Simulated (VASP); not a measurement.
Write the native input for VASP 6.6.1 that does the following.

- Task: single point
- Functional: PBE
- Potentials or basis: VASP PAW PBE potentials, release 64 (Al, Fe)
- Cutoff: 600 eV
- k mesh: 11 × 11 × 11
- Occupations: fermi-dirac, width 0.1 eV
- Spin: collinear spin, ferromagnetic start
- Starting moments: [0.0, 0.18] μB
- Fixed moment: 0.18 μB
- Dipole correction: no
- Further INCAR settings: ALGO = Normal; EDIFF = 1e-06; NBANDS = 16

The structure of AlFe lies in POSCAR:

```
AlFe
1.0
    2.9100000000      0.0000000000      0.0000000000
    0.0000000000      2.9100000000      0.0000000000
    0.0000000000      0.0000000000      2.9100000000
Al Fe
1 1
Direct
    0.0000000000      0.0000000000      0.0000000000
    0.5000000000      0.5000000000      0.5000000000
```

One way to write it, as run:

INCAR

```
ALGO     = Normal         # electronic algorithm
EDIFF    = 1E-6           # SCF threshold, eV
ENCUT    = 600            # plane-wave cutoff, eV
GGA      = PE             # functional
GGA_COMPAT= F            
ISIF     = 2              # what is computed and relaxed
ISMEAR   = -1             # smearing method
ISPIN    = 2              # spin polarisation
LASPH    = T              # aspherical terms in the spheres
LCHARG   = F              # write CHGCAR
LMAXMIX  = 4              # l up to which the mixer works
LORBIT   = 11             # projections on sites
LREAL    = F              # projectors in reciprocal space
LWAVE    = F              # write WAVECAR
MAGMOM   = 0 0.18         # initial moments
NBANDS   = 16             # bands
NELM     = 200            # most SCF steps
NUPDOWN  = 0.18           # fixed moment
PREC     = Accurate       # precision mode
SIGMA    = 0.1            # smearing width, eV
```

KPOINTS

```
k-points
0
Gamma
  11 11 11
```

Potentials or basis: VASP PAW PBE potentials, release 64 (Al, Fe).

The run is started by

```sh
$ cat potpaw_PBE.64/Al/POTCAR potpaw_PBE.64/Fe/POTCAR > POTCAR
$ mpirun -np 1 vasp_std > vasp.out
```

Results of the run:

The pressure is -6.5 GPa. The net moment is 0.18 μB per cell. The site moments are Al -0.01; Fe +0.20 μB and the valence electrons inside the program's atomic spheres are Al 0.81; Fe 7.35.

Caveat: the total moment is fixed, so each spin has its own Fermi level.

It took 23 s on 1 thread of Intel(R) Xeon(R) Platinum 8488C (Sapphire Rapids), with other jobs on the host, peak memory 0.17 GiB.
